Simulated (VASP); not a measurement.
# CdF2 (Fm-3m) in VASP: single point with PBE+D3(BJ)

Aim: the single point of CdF2 with PBE+D3(BJ).

Everything below comes from runs of VASP 6.6.1. Logs are shortened: lines on timing, memory, paths and dates and some standing lists are left out, and cuts for length are marked.

### 1 The cell of the first run

The structure is cubic, space group Fm-3m (No. 225). Conventional cell: a = 5.276 Å, b = 5.276 Å, c = 5.276 Å, α = 90.00°, β = 90.00°, γ = 90.00°. Cd (site symmetry m-3m) has 8 F at 2.28 Å within 3.0 Å. Within 3.0 Å of F (site symmetry -43m) lie 4 Cd at 2.28 Å and 6 F at 2.64 Å.

### 2 Single point, PBE+D3(BJ) (12.24 Å³/atom)

INCAR

```
SYSTEM = CdF2
PREC = Accurate ; ENCUT = 700
EDIFF = 1E-6 ; ISMEAR = 0
SIGMA = 0.02 ; LREAL = .False.
LASPH = .True. ; NELM = 120
ALGO = Normal ; ISIF = 2
LWAVE = .False. ; LCHARG = .False.
GGA = PE ; IVDW = 12
NBANDS = 24 ; GGA_COMPAT = .False.
```

KPOINTS

```
Automatic mesh
0
Gamma
  8 8 8
  0 0 0
```

POSCAR

```
CdF2
1.0
    0.0000000000      2.6379932570      2.6379932570
    2.6379932570      0.0000000000      2.6379932570
    2.6379932570      2.6379932570      0.0000000000
Cd F
1 2
Direct
    0.0000000000      0.0000000000      0.0000000000
    0.2500000000      0.2500000000      0.2500000000
    0.7500000000      0.7500000000      0.7500000000
```

Potentials or basis: VASP PAW PBE potentials, release 64 (Cd_sv_GW, F).

Launch:

```
cat potpaw_PBE.64/Cd_sv_GW/POTCAR potpaw_PBE.64/F/POTCAR > POTCAR
mpirun -np 1 vasp_std > vasp.out
```

OUTCAR:

```text
SYSTEM = CdF2
   PREC = Accurate
   ENCUT = 700
   EDIFF = 1E-6
   ISMEAR = 0
   LREAL = .False.
   LASPH = .True.
   NELM = 120
   ISIF = 2
   GGA = PE
   IVDW = 12
 IVDW          = 12

 ion  position               nearest neighbor table
   1  0.000  0.000  0.000-   3 2.28   2 2.28   3 2.28   2 2.28   3 2.28   3 2.28   2 2.28   2 2.28

   2  0.250  0.250  0.250-   1 2.28   1 2.28   1 2.28   1 2.28
   3  0.750  0.750  0.750-   1 2.28   1 2.28   1 2.28   1 2.28

  LATTYP: Found a face centered cubic cell.
 ALAT       =     5.2759865140

  Lattice vectors:

 A1 = (   0.0000000000,   2.6379932570,   2.6379932570)
 A2 = (   2.6379932570,   0.0000000000,   2.6379932570)
 A3 = (   2.6379932570,   2.6379932570,   0.0000000000)

Analysis of symmetry for initial positions (statically):
=====================================================================
 Subroutine PRICEL returns:
 Original cell was already a primitive cell.

 Routine SETGRP: Setting up the symmetry group for a
 face centered cubic supercell.

 Subroutine GETGRP returns: Found 48 space group operations
 (whereof 48 operations were pure point group operations)
 out of a pool of 48 trial point group operations.

The static configuration has the point symmetry O_h .

Analysis of symmetry for dynamics (positions and initial velocities):
=====================================================================
 Subroutine PRICEL returns:
 Original cell was already a primitive cell.

 Routine SETGRP: Setting up the symmetry group for a
 face centered cubic supercell.

 Subroutine GETGRP returns: Found 48 space group operations
 (whereof 48 operations were pure point group operations)
 out of a pool of 48 trial point group operations.

The dynamic configuration has the point symmetry O_h .

 Subroutine INISYM returns: Found 48 space group operations
 (whereof 48 operations are pure point group operations),
 and found     1 'primitive' translations

----------------------------------------------------------------------------------------

                                     Primitive cell

  volume of cell :      36.7156

  direct lattice vectors                    reciprocal lattice vectors
     0.000000000  2.637993257  2.637993257    -0.189538013  0.189538013  0.189538013
     2.637993257  0.000000000  2.637993257     0.189538013 -0.189538013  0.189538013
     2.637993257  2.637993257  0.000000000     0.189538013  0.189538013 -0.189538013

  length of vectors
     3.730685841  3.730685841  3.730685841     0.328289468  0.328289468  0.328289468

  position of ions in fractional coordinates (direct lattice)
     0.000000000  0.000000000  0.000000000
     0.250000000  0.250000000  0.250000000
     0.750000000  0.750000000  0.750000000

  ion indices of the primitive-cell ions
   primitive index   ion index
                 1           1
                 2           2
                 3           3

----------------------------------------------------------------------------------------

 KPOINTS: Automatic mesh

Automatic generation of k-mesh.
 Grid dimensions read from file:
 generate k-points for:    8    8    8

 Generating k-lattice:

  Cartesian coordinates                     Fractional coordinates (reciprocal lattice)
    -0.023692252  0.023692252  0.023692252     0.125000000  0.000000000  0.000000000
     0.023692252 -0.023692252  0.023692252     0.000000000  0.125000000  0.000000000
     0.023692252  0.023692252 -0.023692252     0.000000000  0.000000000  0.125000000

  Length of vectors
     0.041036184  0.041036184  0.041036184

  Shift w.r.t. Gamma in fractional coordinates (k-lattice)
     0.000000000  0.000000000  0.000000000

 Subroutine IBZKPT returns following result:
 ===========================================

 Found     29 irreducible k-points:

 Following reciprocal coordinates:
            Coordinates               Weight
  0.000000  0.000000  0.000000      1.000000
  0.125000  0.000000  0.000000      8.000000
  0.250000  0.000000  0.000000      8.000000
  0.375000  0.000000  0.000000      8.000000
  0.500000  0.000000  0.000000      4.000000
  0.125000  0.125000  0.000000      6.000000
[... 16 lines left out ...]
  0.500000  0.250000  0.125000     48.000000
 -0.375000  0.250000  0.125000     24.000000
 [... further k-points ...]
   k-points           NKPTS =     29   k-points in BZ     NKDIM =     29   number of bands    NBANDS=     24
   number of dos      NEDOS =    301   number of ions     NIONS =      3
   total plane-waves  NPLWV =  32768
   dimension x,y,z NGX =    32 NGY =   32 NGZ =   32
   dimension x,y,z NGXF=    64 NGYF=   64 NGZF=   64
   ions per type =               1   2
   NGX,Y,Z   is equivalent  to a cutoff of  14.26, 14.26, 14.26 a.u.
   NGXF,Y,Z  is equivalent  to a cutoff of  28.52, 28.52, 28.52 a.u.
 SYSTEM =  CdF2
   PREC   = accura    normal or accurate (medium, high low for compatibility)
   ISTART =      0    job   : 0-new  1-cont  2-samecut
   ICHARG =      2    charge: 1-file 2-atom 10-const
   ISPIN  =      1    spin polarized calculation?
   LNONCOLLINEAR =      F non collinear calculations
   LSORBIT =      F    spin-orbit coupling
   LASPH  =      T    aspherical Exc in radial PAW
   ENCUT  =  700.0 eV  51.45 Ry    7.17 a.u.   8.05  8.05  8.05*2*pi/ulx,y,z
   NELM   =    120;   NELMIN=  2; NELMDL= -5     # of ELM steps
   EDIFF  = 0.1E-05   stopping-criterion for ELM
   LREAL  =      F    real-space projection
   EDIFFG = 0.1E-04   stopping-criterion for IOM
   NSW    =      0    number of steps for IOM
   IBRION =     -1    ionic relax: 0-MD 1-quasi-New 2-CG
   NFREE  =      0    steps in history (QN), initial steepest desc. (CG)
   ISIF   =      2    stress and relaxation
   ISYM   =      2    0-nonsym 1-usesym 2-fastsym
   POTIM  = 0.5000    time-step for ionic-motion
   TEBEG  =    0.0;   TEEND  =   0.0 temperature during run
   PSTRESS=    0.0 pullay stress
   NELECT =      34.0000    total number of electrons
   NUPDOWN=      -1.0000    fix difference up-down
   EMIN   =  10.00;   EMAX   =-10.00  energy-range for DOS
   EFERMI =   0.00;   METHOD = LEGACY
   ISMEAR =     0;   SIGMA  =   0.02  broadening in eV -4-tet -1-fermi 0-gaus
   EFERMI_NEDOS =   21; number of points for ismear=-14 and -15
   IALGO  =     38    algorithm
   IMIX   =      4    mixing-type and parameters
     AMIX     =   0.40;   BMIX     =  1.00
     AMIX_MAG =   1.60;   BMIX_MAG =  1.00
  volume/ion in A,a.u.               =      12.24        82.59
  Fermi-wavevector in a.u.,A,eV,Ry     =   1.595698  3.015433 34.643877  2.546253
  Thomas-Fermi vector in A             =   2.693576
   LORBIT       =      0    0 simple, 1 ext, 2 COOP (PROOUT), +10 PAW based schemes
   GGA     = PE    functional components
   LHFCALC =     F    Hartree Fock is set to
   AEXX    =    0.0000 exact exchange contribution
   IVDW    =    12    specifies the selected vdW correction
   LEPSILON=     F    determine dielectric tensor
   LRPA    =     F    only Hartree local field effects (RPA)
 non-spin polarized calculation
 Gauss-broadening in eV      SIGMA  =   0.02
  energy-cutoff  :      700.00
  volume of cell :       36.72
 maximum number of plane-waves:      1572
   NGX = 17   NGY = 17   NGZ = 17

 number of electron      33.9999995 magnetization

 Free energy of the ion-electron system (eV)
  ---------------------------------------------------
  ext. energy  EPLUGINS =         0.00000000
  ---------------------------------------------------
  free energy    TOTEN  =       -10.83828038 eV

  energy without entropy =      -10.83828038  energy(sigma->0) =      -10.83828038

 E-fermi :   1.4150     XC(G=0): -10.9102

 val. band max:        1.2676545311   @ k =  -0.2500   0.5000   0.2500
 cond. band min:       4.5863813472   @ k =   0.0000   0.0000   0.0000
 fundamental gap:      3.3187268161
 Fermi energy:         1.4150079881

 k-point     1 :       0.0000    0.0000    0.0000
  band No.  band energies     occupation
      1     -97.0467      2.00000
      2     -58.1507      2.00000
      3     -58.1507      2.00000
      4     -58.1507      2.00000
      5     -19.9058      2.00000
      6     -18.6200      2.00000
[... 16 lines left out ...]
     23      21.6282      0.00000
     24      21.6282      0.00000

 k-point     2 :       0.1250    0.0000    0.0000
  band No.  band energies     occupation
      1     -97.0468      2.00000
      2     -58.1512      2.00000
      3     -58.1507      2.00000
      4     -58.1507      2.00000
      5     -19.8477      2.00000
      6     -18.6723      2.00000
[... 16 lines left out ...]
     23      21.2246      0.00000
     24      21.2246      0.00000

 k-point     3 :       0.2500    0.0000    0.0000
  band No.  band energies     occupation
      1     -97.0467      2.00000
      2     -58.1524      2.00000
      3     -58.1509      2.00000
      4     -58.1509      2.00000
      5     -19.6901      2.00000
      6     -18.8128      2.00000
[... 16 lines left out ...]
     23      20.5529      0.00000
     24      21.5199      0.00000

 k-point     4 :       0.3750    0.0000    0.0000
  band No.  band energies     occupation
      1     -97.0467      2.00000
      2     -58.1537      2.00000
      3     -58.1512      2.00000
      4     -58.1511      2.00000
      5     -19.4748      2.00000
      6     -19.0067      2.00000
[... 16 lines left out ...]
     23      20.0775      0.00000
     24      20.8843      0.00000

 k-point     5 :       0.5000    0.0000    0.0000
  band No.  band energies     occupation
      1     -97.0467      2.00000
      2     -58.1542      2.00000
      3     -58.1512      2.00000
      4     -58.1512      2.00000
      5     -19.2832      2.00000
      6     -19.1883      2.00000
[... 451 lines left out ...]
 k-point    22 :       0.3750    0.2500    0.1250
  band No.  band energies     occupation
      1     -97.0467      2.00000
      2     -58.1528      2.00000
      3     -58.1516      2.00000
      4     -58.1512      2.00000
      5     -19.5792      2.00000
      6     -18.9006      2.00000
[... 16 lines left out ...]
     23      21.1172      0.00000
     24      23.7396      0.00000

 k-point    23 :       0.5000    0.2500    0.1250
  band No.  band energies     occupation
      1     -97.0467      2.00000
      2     -58.1535      2.00000
      3     -58.1520      2.00000
      4     -58.1514      2.00000
      5     -19.4054      2.00000
      6     -19.0495      2.00000
[... 16 lines left out ...]
     23      20.6062      0.00000
     24      23.5236      0.00000

 k-point    24 :      -0.3750    0.2500    0.1250
  band No.  band energies     occupation
      1     -97.0467      2.00000
      2     -58.1538      2.00000
      3     -58.1522      2.00000
      4     -58.1515      2.00000
      5     -19.2456      2.00000
      6     -19.1980      2.00000
[... 16 lines left out ...]
     23      20.4079      0.00000
     24      23.6223      0.00000

 [... further k-points ...]

------------------------ aborting loop because EDIFF is reached ----------------------------------------

 Edisp (eV)   -0.53530

 E8    (eV) :    -0.2020

  FORCE on cell =-STRESS in cart. coord.  units (eV):
  Direction    XX          YY          ZZ          XY          YZ          ZX
  --------------------------------------------------------------------------------------
  -------------------------------------------------------------------------------------
  Total       2.59124     2.59124     2.59124     0.00000    -0.00000     0.00000
  in kB     113.07505   113.07505   113.07505     0.00000    -0.00000     0.00000
  external pressure =      113.08 kB  Pullay stress =        0.00 kB

 VOLUME and BASIS-vectors are now :
 -----------------------------------------------------------------------------
  energy-cutoff  :      700.00
  volume of cell :       36.72
      direct lattice vectors                 reciprocal lattice vectors
     0.000000000  2.637993257  2.637993257    -0.189538013  0.189538013  0.189538013
     2.637993257  0.000000000  2.637993257     0.189538013 -0.189538013  0.189538013
     2.637993257  2.637993257  0.000000000     0.189538013  0.189538013 -0.189538013

 POSITION                                       TOTAL-FORCE (eV/Angst)
 -----------------------------------------------------------------------------------
      0.00000      0.00000      0.00000         0.000000      0.000000      0.000000
      1.31900      1.31900      1.31900        -0.000000     -0.000000     -0.000000
      3.95699      3.95699      3.95699         0.000000      0.000000      0.000000
 -----------------------------------------------------------------------------------
    total drift:                                0.000000     -0.000000      0.000000

  FREE ENERGIE OF THE ION-ELECTRON SYSTEM (eV)
  ---------------------------------------------------
  free  energy   TOTEN  =       -11.3735795044 eV

  energy  without entropy=      -11.3735795044  energy(sigma->0) =      -11.37357950
```

It took 20 s on 1 thread of Intel Xeon 6975P-C (Granite Rapids), shared host; peak memory 0.21 GiB.

What came out:

```yaml
Free_energy: -11.3736 eV
Pressure: 11.3 GPa
Band_gap_on_the_k_mesh: 3.32 eV (least direct gap 3.73 eV)
Dispersion_energy_per_atom: -0.178 eV
```

Caveat: the cell stands under pressure. A k mesh can miss the band edges.
